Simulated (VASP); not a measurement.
Write the native input for VASP 6.6.1 that does the following.

```
Task                   : single point
Functional             : PBEsol
Potentials or basis    : VASP PAW PBE potentials, release 64 (Sn_d, Se)
Cutoff                 : 500 eV
k mesh                 : 2 × 2 × 1
Occupations            : fermi-dirac, width 0.05 eV
Spin                   : no spin polarisation
Dipole correction      : no
Further INCAR settings : ALGO = Normal; EDIFF = 1e-06; NBANDS = 94
```

The structure of SnSe lies in POSCAR:

```
SnSe
1.0
    8.5706600000      0.0000000000      0.0000000000
    0.0000000000      8.5706600000      0.0000000000
    0.0000000000      0.0000000000     10.9906900000
Sn Se
8 8
Direct
    0.2500000000      0.0000000000      0.3722300000
    0.0000000000      0.2500000000      0.6277700000
    0.2500000000      0.5000000000      0.3722300000
    0.0000000000      0.7500000000      0.6277700000
    0.7500000000      0.0000000000      0.3722300000
    0.5000000000      0.2500000000      0.6277700000
    0.7500000000      0.5000000000      0.3722300000
    0.5000000000      0.7500000000      0.6277700000
    0.2500000000      0.0000000000      0.6160400000
    0.0000000000      0.2500000000      0.3839600000
    0.2500000000      0.5000000000      0.6160400000
    0.0000000000      0.7500000000      0.3839600000
    0.7500000000      0.0000000000      0.6160400000
    0.5000000000      0.2500000000      0.3839600000
    0.7500000000      0.5000000000      0.6160400000
    0.5000000000      0.7500000000      0.3839600000
```

The input as run:

INCAR

```
SYSTEM = SnSe
PREC = Accurate
ENCUT = 500
EDIFF = 1E-6
ISMEAR = -1
SIGMA = 0.05
LREAL = .FALSE.
LASPH = .TRUE.
NELM = 120
ALGO = Normal
ISIF = 2
LWAVE = .FALSE.
LCHARG = .TRUE.
GGA = PS
LELF = .TRUE.
LVHAR = .TRUE.
NBANDS = 94
GGA_COMPAT = .FALSE.
```

KPOINTS

```
regular mesh
0
G
  2 2 1
  0 0 0
```

Potentials or basis: VASP PAW PBE potentials, release 64 (Sn_d, Se).

Launch:

```console
$ cat potpaw_PBE.64/Sn_d/POTCAR potpaw_PBE.64/Se/POTCAR > POTCAR
$ mpirun -np 1 vasp_std > vasp.out
```

Results of the run:

The largest force is 0.139 eV/Å and the band gap on the k mesh is 1.64 eV.

Caveat: the PAW data sets were made with another functional, which shifts forces and pressure a little; spin-orbit coupling is left out, which moves the levels of the heavy elements.

It took 4 min on 1 thread of AMD EPYC 9R45 96-Core Processor (Zen 5), with other jobs on the host, peak memory 0.67 GiB.
